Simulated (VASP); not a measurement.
# PtSe2 (Sudovikovite) (P-3m1) in VASP: a series of runs

Runs on PtSe2 (Sudovikovite). Level: LDA. Tasks: single point, relaxation of cell and atoms.

Everything below comes from runs of VASP 6.6.1. Logs are shortened: lines on timing, memory, paths and dates and some standing lists are left out, and cuts for length are marked.

### 1 The cell of the first run

It takes space group P-3m1 (No. 164, trigonal). Conventional cell: a = 3.741 Å, b = 3.741 Å, c = 4.762 Å, α = 90.00°, β = 90.00°, γ = 120.00°. Within 3.3 Å of Pt (site symmetry -3m) lie 6 Se at 2.50 Å. Se (site symmetry 3m) has 3 Pt at 2.50 Å and 3 Se at 3.11 Å within 3.3 Å.

### 2 Single point, LDA

Contents of INCAR:

```
SYSTEM = PtSe2
ALGO = Normal
EDIFF = 1E-6
ENCUT = 520
ISIF = 2
ISMEAR = 0
LASPH = .True.
LCHARG = .False.
LREAL = .False.
LWAVE = .False.
NBANDS = 18
NELM = 100
PREC = Accurate
SIGMA = 0.1
```

Contents of KPOINTS:

```
k-points
0
Gamma
  15 15 10
  0 0 0
```

Contents of POSCAR:

```
PtSe2
1.0
    3.7413109876      0.0000000000      0.0000000000
   -1.8706554938      3.2400703588      0.0000000000
    0.0000000000      0.0000000000      4.7617605133
Pt Se
1 2
Direct
    0.0000000000      0.0000000000      0.0000000000
    0.3333333333      0.6666666667      0.2646793852
    0.6666666667      0.3333333333      0.7353206148
```

Potentials or basis: VASP PAW LDA potentials, release 64 (Pt, Se).

On the command line:

```console
> cat potpaw_LDA.64/Pt/POTCAR potpaw_LDA.64/Se/POTCAR > POTCAR
> mpirun -np 1 vasp_std > vasp.out
```

OUTCAR:

```text
SYSTEM = PtSe2
   EDIFF = 1E-6
   ENCUT = 520
   ISIF = 2
   ISMEAR = 0
   LASPH = .True.
   LREAL = .False.
   NELM = 100
   PREC = Accurate

 ion  position               nearest neighbor table
   1  0.000  0.000  0.000-   2 2.50   3 2.50   3 2.50   2 2.50   3 2.50   2 2.50
   2  0.333  0.667  0.265-   1 2.50   1 2.50   1 2.50
   3  0.667  0.333  0.735-   1 2.50   1 2.50   1 2.50

  LATTYP: Found a hexagonal cell.
 ALAT       =     3.7413109876
 C/A-ratio  =     1.2727518587

  Lattice vectors:

 A1 = (   3.7413109876,   0.0000000000,   0.0000000000)
 A2 = (  -1.8706554938,   3.2400703588,   0.0000000000)
 A3 = (   0.0000000000,   0.0000000000,   4.7617605133)

Analysis of symmetry for initial positions (statically):
=====================================================================
 Subroutine PRICEL returns:
 Original cell was already a primitive cell.

 Routine SETGRP: Setting up the symmetry group for a
 hexagonal supercell.

 Subroutine GETGRP returns: Found 12 space group operations
 (whereof 12 operations were pure point group operations)
 out of a pool of 24 trial point group operations.

The static configuration has the point symmetry D_3d.

Analysis of symmetry for dynamics (positions and initial velocities):
=====================================================================
 Subroutine PRICEL returns:
 Original cell was already a primitive cell.

 Routine SETGRP: Setting up the symmetry group for a
 hexagonal supercell.

 Subroutine GETGRP returns: Found 12 space group operations
 (whereof 12 operations were pure point group operations)
 out of a pool of 24 trial point group operations.

The dynamic configuration has the point symmetry D_3d.

 Subroutine INISYM returns: Found 12 space group operations
 (whereof 12 operations are pure point group operations),
 and found     1 'primitive' translations

----------------------------------------------------------------------------------------

                                     Primitive cell

  volume of cell :      57.7226

  direct lattice vectors                    reciprocal lattice vectors
     3.741310988  0.000000000  0.000000000     0.267285987  0.154317637  0.000000000
    -1.870655494  3.240070359  0.000000000     0.000000000  0.308635273  0.000000000
     0.000000000  0.000000000  4.761760513     0.000000000  0.000000000  0.210006362

  length of vectors
     3.741310988  3.741310988  4.761760513     0.308635273  0.308635273  0.210006362

  position of ions in fractional coordinates (direct lattice)
     0.000000000  0.000000000  0.000000000
     0.333333333  0.666666667  0.264679385
     0.666666667  0.333333333  0.735320615

  ion indices of the primitive-cell ions
   primitive index   ion index
                 1           1
                 2           2
                 3           3

----------------------------------------------------------------------------------------

 KPOINTS: k-points

Automatic generation of k-mesh.
 Grid dimensions read from file:
 generate k-points for:   15   15   10

 Generating k-lattice:

  Cartesian coordinates                     Fractional coordinates (reciprocal lattice)
     0.017819066  0.010287842  0.000000000     0.066666667 -0.000000000  0.000000000
     0.000000000  0.020575685  0.000000000     0.000000000  0.066666667  0.000000000
     0.000000000  0.000000000  0.021000636     0.000000000  0.000000000  0.100000000

  Length of vectors
     0.020575685  0.020575685  0.021000636

  Shift w.r.t. Gamma in fractional coordinates (k-lattice)
     0.000000000  0.000000000  0.000000000

 Subroutine IBZKPT returns following result:
 ===========================================

 Found    238 irreducible k-points:

 Following reciprocal coordinates:
            Coordinates               Weight
  0.000000  0.000000  0.000000      1.000000
  0.066667 -0.000000  0.000000      6.000000
  0.133333  0.000000  0.000000      6.000000
  0.200000  0.000000  0.000000      6.000000
  0.266667  0.000000  0.000000      6.000000
  0.333333  0.000000  0.000000      6.000000
[... 16 lines left out ...]
  0.333333  0.200000  0.000000     12.000000
  0.400000  0.200000  0.000000      6.000000
 [... further k-points ...]
   k-points           NKPTS =    238   k-points in BZ     NKDIM =    238   number of bands    NBANDS=     18
   number of dos      NEDOS =    301   number of ions     NIONS =      3
   total plane-waves  NPLWV =  28224
   dimension x,y,z NGX =    28 NGY =   28 NGZ =   36
   dimension x,y,z NGXF=    56 NGYF=   56 NGZF=   72
   ions per type =               1   2
   NGX,Y,Z   is equivalent  to a cutoff of  12.44, 12.44, 12.57 a.u.
   NGXF,Y,Z  is equivalent  to a cutoff of  24.88, 24.88, 25.14 a.u.
 SYSTEM =  PtSe2
   PREC   = accura    normal or accurate (medium, high low for compatibility)
   ISTART =      0    job   : 0-new  1-cont  2-samecut
   ICHARG =      2    charge: 1-file 2-atom 10-const
   ISPIN  =      1    spin polarized calculation?
   LNONCOLLINEAR =      F non collinear calculations
   LSORBIT =      F    spin-orbit coupling
   LASPH  =      T    aspherical Exc in radial PAW
   ENCUT  =  520.0 eV  38.22 Ry    6.18 a.u.   6.96  6.96  8.85*2*pi/ulx,y,z
   NELM   =    100;   NELMIN=  2; NELMDL= -5     # of ELM steps
   EDIFF  = 0.1E-05   stopping-criterion for ELM
   LREAL  =      F    real-space projection
   EDIFFG = 0.1E-04   stopping-criterion for IOM
   NSW    =      0    number of steps for IOM
   IBRION =     -1    ionic relax: 0-MD 1-quasi-New 2-CG
   NFREE  =      0    steps in history (QN), initial steepest desc. (CG)
   ISIF   =      2    stress and relaxation
   ISYM   =      2    0-nonsym 1-usesym 2-fastsym
   POTIM  = 0.5000    time-step for ionic-motion
   TEBEG  =    0.0;   TEEND  =   0.0 temperature during run
   PSTRESS=    0.0 pullay stress
   NELECT =      22.0000    total number of electrons
   NUPDOWN=      -1.0000    fix difference up-down
   EMIN   =  10.00;   EMAX   =-10.00  energy-range for DOS
   EFERMI =   0.00;   METHOD = LEGACY
   ISMEAR =     0;   SIGMA  =   0.10  broadening in eV -4-tet -1-fermi 0-gaus
   EFERMI_NEDOS =   21; number of points for ismear=-14 and -15
   IALGO  =     38    algorithm
   IMIX   =      4    mixing-type and parameters
     AMIX     =   0.40;   BMIX     =  1.00
     AMIX_MAG =   1.60;   BMIX_MAG =  1.00
  volume/ion in A,a.u.               =      19.24       129.84
  Fermi-wavevector in a.u.,A,eV,Ry     =   1.186954  2.243017 19.168693  1.408859
  Thomas-Fermi vector in A             =   2.323115
   LORBIT       =      0    0 simple, 1 ext, 2 COOP (PROOUT), +10 PAW based schemes
   GGA     = CA    functional components
   LHFCALC =     F    Hartree Fock is set to
   AEXX    =    0.0000 exact exchange contribution
   IVDW    =     0    specifies the selected vdW correction
   LEPSILON=     F    determine dielectric tensor
   LRPA    =     F    only Hartree local field effects (RPA)
 non-spin polarized calculation
 Gauss-broadening in eV      SIGMA  =   0.10
  energy-cutoff  :      520.00
  volume of cell :       57.72
 maximum number of plane-waves:      1574
   NGX = 13   NGY = 13   NGZ = 17

 number of electron      21.9999998 magnetization

 Free energy of the ion-electron system (eV)
  ---------------------------------------------------
  ext. energy  EPLUGINS =         0.00000000
  ---------------------------------------------------
  free energy    TOTEN  =       -17.09317572 eV

  energy without entropy =      -17.08910291  energy(sigma->0) =      -17.09113932

 E-fermi :   7.0840     XC(G=0): -11.2076

 val. band max:        7.0757390975   @ k =  -0.0667   0.2667   0.4000
 cond. band min:       7.0871896174   @ k =   0.3333   0.2667   0.0000
 fundamental gap:      0.0114505200
 Fermi energy:         7.0839583678

 k-point     1 :       0.0000    0.0000    0.0000
  band No.  band energies     occupation
      1      -8.8356      2.00000
      2      -5.5328      2.00000
      3      -0.2541      2.00000
      4       0.6047      2.00000
      5       0.6047      2.00000
      6       3.1599      2.00000
[... 10 lines left out ...]
     17      14.3103      0.00000
     18      18.8127      0.00000

 k-point     2 :       0.0667   -0.0000    0.0000
  band No.  band energies     occupation
      1      -8.7853      2.00000
      2      -5.5657      2.00000
      3      -0.1920      2.00000
      4       0.6378      2.00000
      5       0.6573      2.00000
      6       3.0940      2.00000
[... 10 lines left out ...]
     17      14.4650      0.00000
     18      18.0089      0.00000

 k-point     3 :       0.1333    0.0000    0.0000
  band No.  band energies     occupation
      1      -8.6371      2.00000
      2      -5.6588      2.00000
      3      -0.0110      2.00000
      4       0.7331      2.00000
      5       0.8088      2.00000
      6       2.8578      2.00000
[... 10 lines left out ...]
     17      14.8823      0.00000
     18      16.7651      0.00000

 k-point     4 :       0.2000    0.0000    0.0000
  band No.  band energies     occupation
      1      -8.4000      2.00000
      2      -5.7984      2.00000
      3       0.2722      2.00000
      4       0.8779      2.00000
      5       1.0361      2.00000
      6       2.3633      2.00000
[... 375 lines left out ...]
      4       1.0055      2.00000
      5       1.3927      2.00000
      6       1.8564      2.00000
[... 10 lines left out ...]
     17      15.7990      0.00000
     18      16.5996      0.00000

 k-point    23 :       0.3333    0.2000    0.0000
  band No.  band energies     occupation
      1      -7.0329      2.00000
      2      -6.4932      2.00000
      3       0.0441      2.00000
      4       1.0201      2.00000
      5       1.4355      2.00000
      6       2.0543      2.00000
[... 10 lines left out ...]
     17      15.9381      0.00000
     18      17.0306      0.00000

 k-point    24 :       0.4000    0.2000    0.0000
  band No.  band energies     occupation
      1      -6.8517      2.00000
      2      -6.6223      2.00000
      3      -0.1057      2.00000
      4       1.0181      2.00000
      5       1.4541      2.00000
      6       2.0986      2.00000
[... 10 lines left out ...]
     17      16.0825      0.00000
     18      17.5426      0.00000

 [... further k-points ...]
[... 5 lines left out ...]
  --------------------------------------------------------------------------------------
  -------------------------------------------------------------------------------------
  Total        0.1835851      0.1835851      0.1130805     -0.0000000      0.0000000      0.0000000
  in kB        5.0956810      5.0956810      3.1387202     -0.0000000      0.0000000      0.0000000
  external PRESSURE =       4.4433607 kB  Pullay stress =       0.0000000 kB

 VOLUME and BASIS-vectors are now :
 -----------------------------------------------------------------------------
  energy-cutoff  :      520.00
  volume of cell :       57.72
      direct lattice vectors                 reciprocal lattice vectors
     3.741310988  0.000000000  0.000000000     0.267285987  0.154317637  0.000000000
    -1.870655494  3.240070359  0.000000000     0.000000000  0.308635273  0.000000000
     0.000000000  0.000000000  4.761760513     0.000000000  0.000000000  0.210006362

 POSITION                                       TOTAL-FORCE (eV/Angst)
 -----------------------------------------------------------------------------------
      0.00000      0.00000      0.00000         0.000000      0.000000      0.000000
     -0.00000      2.16005      1.26034         0.000000      0.000000      0.050797
      1.87066      1.08002      3.50142        -0.000000     -0.000000     -0.050797
 -----------------------------------------------------------------------------------
    total drift:                                0.000000      0.000000     -0.000000

  FREE ENERGIE OF THE ION-ELECTRON SYSTEM (eV)
  ---------------------------------------------------
  free  energy   TOTEN  =       -17.0931757196 eV

  energy  without entropy=      -17.0891029110  energy(sigma->0) =      -17.09113932
```

Run time: 2.4 min. Hardware: 1 thread of Intel Xeon Platinum 8124M at 3.00GHz (Skylake/Cascade Lake), shared host; peak memory 0.34 GiB.

Results:

```
Free energy            : -17.0932 eV
Pressure               : 0.4 GPa
Largest force          : 0.051 eV/Å
Band gap on the k mesh : zero (band 11 reaches 7.94 eV, above the bottom of band 12 at 6.95 eV)
```

Forces in eV/Å, atoms in the order of the input:
```
Pt   0.000  0.000  0.000
Se   0.000  0.000  0.051
Se   0.000  0.000 -0.051
```

Stress tensor (GPa, compression positive):
```
0.51 0.00 0.00
0.00 0.51 0.00
0.00 0.00 0.31
```

Levels at points of the mesh, in eV from the Fermi level:
| k point | band 7 | band 8 | band 9 | band 10 | band 11 | band 12 | band 13 | band 14 | band 15 | band 16 |
| --- | --- | --- | --- | --- | --- | --- | --- | --- | --- | --- |
| (0.00, 0.00, 0.00) | -3.92 | -2.49 | -1.02 | -1.02 | 0.86 | 1.12 | 1.12 | 3.17 | 4.20 | 7.23 |
| (0.00, 0.00, 0.50) | -3.98 | -3.00 | -1.75 | -1.75 | -1.65 | 2.45 | 2.45 | 4.95 | 6.54 | 6.54 |

Caveat: spin-orbit coupling is left out, which moves the levels of the heavy elements.

(Continued in part 2 of 2.)
